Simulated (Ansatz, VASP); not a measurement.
**C: VASP beside Ansatz**

```xyz
4
Lattice="2.4657 0.0000 0.0000 -1.2328 2.1353 0.0000 0.0000 0.0000 17.5001" Properties=species:S:1:pos:R:3 pbc="T T T"
C     1.2328    0.7118    4.5000
C     0.0000    1.4235    4.5000
C     0.8219    1.4235    8.0601
C     2.0547    0.7118    8.0600
```

Alike in both runs: task single point; functional PBE; dispersion D3(BJ); k mesh 15 × 15 × 1; occupations gaussian, width 0.1 eV; no spin polarisation.

|  | VASP | Ansatz |
| --- | --- | --- |
| version | VASP 6.6.1 | Ansatz 0.2.0 |
| potentials or method | VASP PAW PBE potentials, release 64 (C), cutoff 520 eV | scalar-relativistic, plane waves, PAW |
| valence electrons in the cell | 16 | 16 |

```tsv
	VASP	Ansatz	Ansatz less VASP
gap on the k mesh at the Fermi level (eV)	0.27	0.27	0.000
least direct gap on the mesh (eV)	0.27	0.27	0.000
rms of the force components (eV/Å)	0.008	0.008	0.0000
```

Atom by atom the forces differ by 0.000 eV/Å (rms over components). Ansatz's warnings: structure snapped to symmetry.
